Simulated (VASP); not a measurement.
# Se (P3_221) in VASP: notebook, part 2 of 2

VASP 6.6.1. Earlier steps stand in the parts before.

## (3) Single point, PBE (zz strain of +1 %)

INCAR

```
SYSTEM = Se
PREC = Accurate
ENCUT = 520
EDIFF = 1E-7
ISMEAR = -1
SIGMA = 0.03
LREAL = .False.
LASPH = .True.
NELM = 60
ALGO = Normal
ISIF = 2
LWAVE = .False.
LCHARG = .False.
GGA = PE
NBANDS = 16
```

KPOINTS

```
regular mesh
0
Gamma
  8 8 6
  0 0 0
```

POSCAR

```
Se
1.0
    4.3551696776      0.0000000000      0.0000000000
   -2.1775848388      3.7716875786      0.0000000000
    0.0000000000      0.0000000000      4.9989445000
Se
3
Direct
    0.2170000000      0.0000000000      0.1666666667
    0.0000000000      0.2170000000      0.8333333333
    0.7830000000      0.7830000000      0.5000000000
```

Potentials or basis: VASP PAW PBE potentials, release 64 (Se).

The run is started by

```
$ cat potpaw_PBE.64/Se/POTCAR > POTCAR
$ mpirun -np 1 vasp_std > vasp.out
```

OUTCAR:

```text
SYSTEM = Se
   PREC = Accurate
   ENCUT = 520
   EDIFF = 1E-7
   ISMEAR = -1
   LREAL = .False.
   LASPH = .True.
   NELM = 60
   ISIF = 2
   GGA = PE

 ion  position               nearest neighbor table
   1  0.217  0.000  0.167-   3 2.34   2 2.34
   2  0.000  0.217  0.833-   3 2.34   1 2.34
   3  0.783  0.783  0.500-   1 2.34   2 2.34

  LATTYP: Found a hexagonal cell.
 ALAT       =     4.3551696776
 C/A-ratio  =     1.1478185398

  Lattice vectors:

 A1 = (   4.3551696776,   0.0000000000,   0.0000000000)
 A2 = (  -2.1775848388,   3.7716875786,   0.0000000000)
 A3 = (   0.0000000000,   0.0000000000,   4.9989445000)

Analysis of symmetry for initial positions (statically):
=====================================================================
 Subroutine PRICEL returns:
 Original cell was already a primitive cell.

 Routine SETGRP: Setting up the symmetry group for a
 hexagonal supercell.

 Subroutine GETGRP returns: Found  6 space group operations
 (whereof  2 operations were pure point group operations)
 out of a pool of 24 trial point group operations.

The static configuration has the point symmetry C_2 .
 The point group associated with its full space group is D_3 .

Analysis of symmetry for dynamics (positions and initial velocities):
=====================================================================
 Subroutine PRICEL returns:
 Original cell was already a primitive cell.

 Routine SETGRP: Setting up the symmetry group for a
 hexagonal supercell.

 Subroutine GETGRP returns: Found  6 space group operations
 (whereof  2 operations were pure point group operations)
 out of a pool of 24 trial point group operations.

The dynamic configuration has the point symmetry C_2 .
 The point group associated with its full space group is D_3 .

 Subroutine INISYM returns: Found  6 space group operations
[... 109 lines left out ...]
   PSTRESS=    0.0 pullay stress
   NELECT =      18.0000    total number of electrons
   NUPDOWN=      -1.0000    fix difference up-down
   EMIN   =  10.00;   EMAX   =-10.00  energy-range for DOS
   EFERMI =   0.00;   METHOD = LEGACY
   ISMEAR =    -1;   SIGMA  =   0.03  broadening in eV -4-tet -1-fermi 0-gaus
   EFERMI_NEDOS =   21; number of points for ismear=-14 and -15
   IALGO  =     38    algorithm
   IMIX   =      4    mixing-type and parameters
     AMIX     =   0.40;   BMIX     =  1.00
     AMIX_MAG =   1.60;   BMIX_MAG =  1.00
  volume/ion in A,a.u.               =      27.37       184.71
  Fermi-wavevector in a.u.,A,eV,Ry     =   0.987096  1.865341 13.256947  0.974358
  Thomas-Fermi vector in A             =   2.118525
   LORBIT       =      0    0 simple, 1 ext, 2 COOP (PROOUT), +10 PAW based schemes
   GGA     = PE    functional components
   LHFCALC =     F    Hartree Fock is set to
   AEXX    =    0.0000 exact exchange contribution
   IVDW    =     0    specifies the selected vdW correction
   LEPSILON=     F    determine dielectric tensor
   LRPA    =     F    only Hartree local field effects (RPA)
 non-spin polarized calculation
  energy-cutoff  :      520.00
  volume of cell :       82.11
 maximum number of plane-waves:      2228
   NGX = 17   NGY = 17   NGZ = 19

 number of electron      17.9999997 magnetization

 Free energy of the ion-electron system (eV)
  ---------------------------------------------------
  ext. energy  EPLUGINS =         0.00000000
  ---------------------------------------------------
  free energy    TOTEN  =       -10.40565283 eV

  energy without entropy =      -10.40565283  energy(sigma->0) =      -10.40565283

 E-fermi :   3.1570     XC(G=0):  -8.7939

 val. band max:        2.6480817065   @ k =   0.5000   0.0000   0.5000
 cond. band min:       3.6741782196   @ k =   0.3750   0.2500   0.5000
 fundamental gap:      1.0260965131
 Fermi energy:         3.1569513050

 k-point     1 :       0.0000    0.0000    0.0000
  band No.  band energies     occupation
      1     -13.3839      2.00000
      2      -9.1651      2.00000
      3      -9.1651      2.00000
      4      -1.2855      2.00000
      5      -1.2855      2.00000
      6      -1.0453      2.00000
[... 433 lines left out ...]
      3      -8.5273      2.00000
      4      -2.6599      2.00000
      5      -2.4175      2.00000
      6      -0.6947      2.00000
[... 8 lines left out ...]
     15      11.3541      0.00000
     16      12.2557      0.00000

 [... further k-points ...]
[... 5 lines left out ...]
  --------------------------------------------------------------------------------------
  -------------------------------------------------------------------------------------
  Total        2.0829733      2.0829733      3.1290549      0.0000000     -0.0000000      0.0000000
  in kB       40.6420110     40.6420110     61.0526700      0.0000000     -0.0000000      0.0000000
  external PRESSURE =      47.4455640 kB  Pullay stress =       0.0000000 kB

 VOLUME and BASIS-vectors are now :
 -----------------------------------------------------------------------------
  energy-cutoff  :      520.00
  volume of cell :       82.11
      direct lattice vectors                 reciprocal lattice vectors
     4.355169678  0.000000000  0.000000000     0.229612179  0.132566653  0.000000000
    -2.177584839  3.771687579  0.000000000     0.000000000  0.265133307  0.000000000
     0.000000000  0.000000000  4.998944500     0.000000000  0.000000000  0.200042229

 POSITION                                       TOTAL-FORCE (eV/Angst)
 -----------------------------------------------------------------------------------
      0.94507      0.00000      0.83316         1.034349     -0.000000      0.000000
     -0.47254      0.81846      4.16579        -0.517174      0.895772     -0.000000
      1.70505      2.95323      2.49947        -0.517174     -0.895772     -0.000000
 -----------------------------------------------------------------------------------
    total drift:                                0.000001      0.000002      0.000000

  FREE ENERGIE OF THE ION-ELECTRON SYSTEM (eV)
  ---------------------------------------------------
  free  energy   TOTEN  =       -10.4056528269 eV

  energy  without entropy=      -10.4056528258  energy(sigma->0) =      -10.40565283
```

OSZICAR:

```text
N       E                     dE             d eps       ncg     rms          rms(c)
DAV:   1     0.840737454811E+02    0.84074E+02   -0.72161E+03  1600   0.932E+02
DAV:   2    -0.505995496950E+01   -0.89134E+02   -0.84721E+02  2136   0.156E+02
DAV:   3    -0.104493265274E+02   -0.53894E+01   -0.53720E+01  2016   0.432E+01
DAV:   4    -0.104878888522E+02   -0.38562E-01   -0.38557E-01  2040   0.433E+00
DAV:   5    -0.104881594730E+02   -0.27062E-03   -0.27062E-03  2096   0.362E-01    0.741E+00
DAV:   6    -0.104267145664E+02    0.61445E-01   -0.38112E-02  1920   0.121E+00    0.460E+00
DAV:   7    -0.104063410660E+02    0.20374E-01   -0.78291E-02  1920   0.170E+00    0.214E-01
DAV:   8    -0.104054873450E+02    0.85372E-03   -0.95900E-03  1704   0.605E-01    0.111E-01
DAV:   9    -0.104055985728E+02   -0.11123E-03   -0.34612E-04  2288   0.117E-01    0.371E-02
DAV:  10    -0.104056488601E+02   -0.50287E-04   -0.52617E-05  1864   0.490E-02    0.693E-03
DAV:  11    -0.104056529719E+02   -0.41118E-05   -0.92076E-06  2208   0.183E-02    0.420E-03
DAV:  12    -0.104056528340E+02    0.13788E-06   -0.18594E-06  1968   0.868E-03    0.174E-03
DAV:  13    -0.104056528269E+02    0.71057E-08   -0.30605E-07  2136   0.318E-03
   1 F= -.10405653E+02 E0= -.10405653E+02  d E =-.109741E-08
```

stdout:

```text
POSCAR found type information on POSCAR Se
 POSCAR found :  1 types and       3 ions
 scaLAPACK will be used
 LDA part: xc-table for (Slater+PW92), standard interpolation
 POSCAR, INCAR and KPOINTS ok, starting setup
 FFT: planning ... GRIDC
 FFT: planning ... GRID_SOFT
 FFT: planning ... GRID
 WAVECAR not read
 entering main loop
```

It took 19 s on 1 thread of Intel Xeon 6975P-C (Granite Rapids), shared host; peak memory 0.21 GiB.

Results:

```yaml
Free_energy: -10.4057 eV
Pressure: 4.7 GPa
Largest_force: 1.034 eV/Å
Band_gap_on_the_k_mesh: 1.03 eV, indirect (least direct gap 1.08 eV)
```

Forces on the atoms (eV/Å):
```
Se   1.034  0.000  0.000
Se  -0.517  0.896  0.000
Se  -0.517 -0.896  0.000
```

Stress tensor (GPa, compression positive):
```
4.06 0.00 0.00
0.00 4.06 0.00
0.00 0.00 6.11
```

Levels at points of the mesh, in eV from the valence-band top:
| k point | band 7 | band 8 | band 9 | band 10 | band 11 | band 12 |
| --- | --- | --- | --- | --- | --- | --- |
| (0.00, 0.00, 0.00) | -2.12 | -2.12 | -0.38 | 2.01 | 2.01 | 2.48 |
| (0.50, 0.00, 0.00) | -2.93 | -1.92 | -1.04 | 2.05 | 2.59 | 4.28 |
| (0.00, 0.00, 0.50) | -1.50 | -1.50 | -1.22 | 1.24 | 1.46 | 1.46 |
| (0.50, 0.00, 0.50) | -1.82 | -1.43 | 0.00 | 1.46 | 2.83 | 3.12 |

Caveat: the cell differs from its parent crystal (zz strain of +1 %); forces of over 1 eV/Å act on the atoms, so gaps and moduli don't describe the material at rest.

## (4) Single point, PBE (zz strain of +3 %)

INCAR

```
SYSTEM = Se
  PREC = Accurate
  ENCUT = 520
  EDIFF = 1E-6
  ISMEAR = -1
  SIGMA = 0.03
  LREAL = .False.
  LASPH = .True.
  NELM = 80
  ALGO = Normal
  ISIF = 2
  LWAVE = .False.
  LCHARG = .True.
  GGA = PE
  LELF = .True.
  LVHAR = .True.
  NBANDS = 16
```

KPOINTS is that of step 3.

POSCAR, as its differences from that of step 3:

```diff
@@ -4,3 +4,3 @@
    -2.1775848388      3.7716875786      0.0000000000
-    0.0000000000      0.0000000000      4.9989445000
+    0.0000000000      0.0000000000      5.0979335000
 Se
```

The run is started by

```
$ cat potpaw_PBE.64/Se/POTCAR > POTCAR
$ mpirun -np 1 vasp_std > vasp.out
```

Wall time 18 s (1 thread of Intel Xeon 6975P-C (Granite Rapids), shared host); peak memory 0.21 GiB.

The run converged. Its results:

| Quantity | Value |
| --- | --- |
| Free energy | -10.4531 eV |
| Pressure | 3.0 GPa |
| Largest force | 0.754 eV/Å |
| Band gap on the k mesh | 0.89 eV, indirect (least direct gap 0.91 eV) |

Forces on the atoms (eV/Å):
```
Se   0.754  0.000  0.000
Se  -0.377  0.653  0.000
Se  -0.377 -0.653  0.000
```

Stress tensor (GPa, compression positive):
```
2.82 0.00 0.00
0.00 2.82 0.00
0.00 0.00 3.28
```

Levels at points of the mesh, in eV from the valence-band top:
```
           k point  band 6  band 7  band 8  band 9  band 10  band 11  band 12  band 13
(0.00, 0.00, 0.00)   -3.49   -1.96   -1.96   -0.32     1.94     1.94     2.54     6.00
(0.50, 0.00, 0.00)   -3.22   -2.86   -1.82   -0.98     2.01     2.57     4.19     5.47
(0.00, 0.00, 0.50)   -3.23   -1.35   -1.35   -1.19     1.20     1.53     1.53     6.17
(0.50, 0.00, 0.50)   -4.11   -1.70   -1.40    0.00     1.33     2.87     3.03     6.21
```

Caveat: the cell differs from its parent crystal (zz strain of +3 %). A k mesh can miss the band edges.

## (5) Single point, PBE (equal xx and yy strain of -2 %)

INCAR

```
SYSTEM = Se
PREC = Accurate ; ENCUT = 520
EDIFF = 1E-6 ; ISMEAR = -1
SIGMA = 0.03 ; LREAL = .FALSE.
LASPH = .TRUE. ; NELM = 60
ALGO = Normal ; ISIF = 2
LWAVE = .FALSE. ; LCHARG = .TRUE.
GGA = PE ; LELF = .TRUE.
LVHAR = .TRUE. ; NBANDS = 16
```

KPOINTS

```
Automatic mesh
0
G
  8 8 6
  0 0 0
```

POSCAR

```
Se
1.0
    4.2680662840      0.0000000000      0.0000000000
   -2.1340331420      3.6962538270      0.0000000000
    0.0000000000      0.0000000000      4.9494500000
Se
3
Direct
    0.2170000000      0.0000000000      0.1666666667
    0.0000000000      0.2170000000      0.8333333333
    0.7830000000      0.7830000000      0.5000000000
```

Potentials or basis: VASP PAW PBE potentials, release 64 (Se).

The run is started by

```
$ cat potpaw_PBE.64/Se/POTCAR > POTCAR
$ mpirun -np 1 vasp_std > vasp.out
```

OUTCAR:

```text
SYSTEM = Se
   PREC = Accurate
   ENCUT = 520
   EDIFF = 1E-6
   ISMEAR = -1
   LREAL = .FALSE.
   LASPH = .TRUE.
   NELM = 60
   ISIF = 2
   GGA = PE

 ion  position               nearest neighbor table
   1  0.217  0.000  0.167-   3 2.30   2 2.30
   2  0.000  0.217  0.833-   3 2.30   1 2.30
   3  0.783  0.783  0.500-   1 2.30   2 2.30

  LATTYP: Found a hexagonal cell.
 ALAT       =     4.2680662840
 C/A-ratio  =     1.1596469386

  Lattice vectors:

 A1 = (   4.2680662840,   0.0000000000,   0.0000000000)
 A2 = (  -2.1340331420,   3.6962538270,   0.0000000000)
 A3 = (   0.0000000000,   0.0000000000,   4.9494500000)

Analysis of symmetry for initial positions (statically):
=====================================================================
 Subroutine PRICEL returns:
 Original cell was already a primitive cell.

 Routine SETGRP: Setting up the symmetry group for a
 hexagonal supercell.

 Subroutine GETGRP returns: Found  6 space group operations
 (whereof  2 operations were pure point group operations)
 out of a pool of 24 trial point group operations.
[... 160 lines left out ...]
  ext. energy  EPLUGINS =         0.00000000
  ---------------------------------------------------
  free energy    TOTEN  =       -10.25483967 eV

  energy without entropy =      -10.25483966  energy(sigma->0) =      -10.25483966

 E-fermi :   3.6708     XC(G=0):  -9.0190

 val. band max:        3.1713251717   @ k =   0.5000   0.0000   0.5000
 cond. band min:       4.1757050850   @ k =   0.3750   0.2500   0.5000
 fundamental gap:      1.0043799133
 Fermi energy:         3.6707865729

 k-point     1 :       0.0000    0.0000    0.0000
  band No.  band energies     occupation
      1     -13.2703      2.00000
      2      -8.8100      2.00000
      3      -8.8100      2.00000
      4      -0.8767      2.00000
      5      -0.8767      2.00000
      6      -0.7262      2.00000
[... 433 lines left out ...]
      3      -8.1219      2.00000
      4      -2.4613      2.00000
      5      -2.1730      2.00000
      6      -0.3699      2.00000
[... 8 lines left out ...]
     15      11.9731      0.00000
     16      12.8686      0.00000

 [... further k-points ...]
[... 5 lines left out ...]
  --------------------------------------------------------------------------------------
  -------------------------------------------------------------------------------------
  Total        3.3347470      3.3347470      5.2868301      0.0000000      0.0000000      0.0000000
  in kB       68.4263845     68.4263845    108.4815921      0.0000000      0.0000000      0.0000000
  external PRESSURE =      81.7781204 kB  Pullay stress =       0.0000000 kB

 VOLUME and BASIS-vectors are now :
 -----------------------------------------------------------------------------
  energy-cutoff  :      520.00
  volume of cell :       78.08
      direct lattice vectors                 reciprocal lattice vectors
     4.268066284  0.000000000  0.000000000     0.234298142  0.135272095  0.000000000
    -2.134033142  3.696253827  0.000000000     0.000000000  0.270544191  0.000000000
     0.000000000  0.000000000  4.949450000     0.000000000  0.000000000  0.202042651

 POSITION                                       TOTAL-FORCE (eV/Angst)
 -----------------------------------------------------------------------------------
      0.92617      0.00000      0.82491         1.638289      0.000000      0.000000
     -0.46309      0.80209      4.12454        -0.819144      1.418799     -0.000000
      1.67095      2.89417      2.47472        -0.819144     -1.418799     -0.000000
 -----------------------------------------------------------------------------------
    total drift:                                0.000000      0.000000     -0.000000

  FREE ENERGIE OF THE ION-ELECTRON SYSTEM (eV)
  ---------------------------------------------------
  free  energy   TOTEN  =       -10.2548396655 eV

  energy  without entropy=      -10.2548396638  energy(sigma->0) =      -10.25483966
```

OSZICAR:

```text
N       E                     dE             d eps       ncg     rms          rms(c)
DAV:   1     0.815044806332E+02    0.81504E+02   -0.73100E+03  1600   0.942E+02
DAV:   2    -0.532185578168E+01   -0.86826E+02   -0.82632E+02  2128   0.153E+02
DAV:   3    -0.103039491783E+02   -0.49821E+01   -0.49644E+01  2016   0.422E+01
DAV:   4    -0.103370355385E+02   -0.33086E-01   -0.33082E-01  2112   0.408E+00
DAV:   5    -0.103372655710E+02   -0.23003E-03   -0.23003E-03  2024   0.335E-01    0.804E+00
DAV:   6    -0.102757402905E+02    0.61525E-01   -0.38704E-02  1944   0.122E+00    0.499E+00
DAV:   7    -0.102556459453E+02    0.20094E-01   -0.79715E-02  1872   0.170E+00    0.221E-01
DAV:   8    -0.102546812683E+02    0.96468E-03   -0.93743E-03  1784   0.608E-01    0.115E-01
DAV:   9    -0.102547872158E+02   -0.10595E-03   -0.38293E-04  2248   0.120E-01    0.388E-02
DAV:  10    -0.102548353328E+02   -0.48117E-04   -0.46050E-05  1928   0.463E-02    0.686E-03
DAV:  11    -0.102548397696E+02   -0.44369E-05   -0.85717E-06  2152   0.181E-02    0.424E-03
DAV:  12    -0.102548396655E+02    0.10413E-06   -0.14702E-06  1536   0.795E-03
   1 F= -.10254840E+02 E0= -.10254840E+02  d E =-.167789E-08
```

stdout:

```text
POSCAR found type information on POSCAR Se
 POSCAR found :  1 types and       3 ions
 scaLAPACK will be used
 LDA part: xc-table for (Slater+PW92), standard interpolation
 POSCAR, INCAR and KPOINTS ok, starting setup
 FFT: planning ... GRIDC
 FFT: planning ... GRID_SOFT
 FFT: planning ... GRID
 WAVECAR not read
 entering main loop
```

It took 25 s on 1 thread of Intel Xeon 6975P-C (Granite Rapids), shared host; peak memory 0.21 GiB.

Results:

```
Free energy            : -10.2548 eV
Pressure               : 8.2 GPa
Largest force          : 1.638 eV/Å
Band gap on the k mesh : 1.00 eV, indirect (least direct gap 1.04 eV)
```

Forces on the atoms (eV/Å):
```
Se   1.638  0.000  0.000
Se  -0.819  1.419  0.000
Se  -0.819 -1.419  0.000
```

Levels at points of the mesh, in eV from the valence-band top:
| k point | band 5 | band 6 | band 7 | band 8 | band 9 | band 10 | band 11 | band 12 | band 13 | band 14 |
| --- | --- | --- | --- | --- | --- | --- | --- | --- | --- | --- |
| (0.00, 0.00, 0.00) | -4.05 | -3.90 | -2.29 | -2.29 | -0.44 | 2.06 | 2.06 | 2.52 | 6.09 | 6.27 |
| (0.50, 0.00, 0.00) | -5.02 | -3.60 | -3.14 | -2.05 | -1.15 | 2.06 | 2.65 | 4.52 | 5.24 | 7.71 |
| (0.00, 0.00, 0.50) | -3.55 | -3.55 | -1.64 | -1.64 | -1.37 | 1.19 | 1.46 | 1.46 | 5.92 | 7.36 |
| (0.50, 0.00, 0.50) | -4.76 | -4.49 | -1.99 | -1.61 | 0.00 | 1.45 | 2.90 | 3.20 | 6.16 | 7.83 |

Caveat: the cell differs from its parent crystal (equal xx and yy strain of -2 %); forces of over 1 eV/Å act on the atoms, so gaps and moduli don't describe the material at rest. A k mesh can miss the band edges.

## (6) The runs side by side

| cell | gap on the mesh (eV) | pressure (GPa) | largest force (eV/Å) |
| --- | --- | --- | --- |
| a = 4.355, b = 4.355, c = 4.850 Å, angles 90.0, 90.0, 120.0°, 3 atoms | 1.25 | 7.8 | 1.52 |
| a = 4.355, b = 4.355, c = 4.999 Å, angles 90.0, 90.0, 120.0°, 3 atoms | 1.03 | 4.7 | 1.03 |
| a = 4.355, b = 4.355, c = 5.098 Å, angles 90.0, 90.0, 120.0°, 3 atoms | 0.89 | 3.0 | 0.75 |
| a = 4.268, b = 4.268, c = 4.949 Å, angles 90.0, 90.0, 120.0°, 3 atoms | 1.00 | 8.2 | 1.64 |

Alike in all rows: task single point; level PBE; potentials or basis VASP PAW PBE potentials, release 64 (Se); no spin polarisation; k mesh 8 × 8 × 6; cutoff (eV) 520; smearing fermi-dirac 0.03 eV.

Caveats: forces of over 1 eV/Å act on the atoms, so gaps and moduli don't describe the material at rest (some runs).

Absolute energies hang on the potentials; compare differences alone.
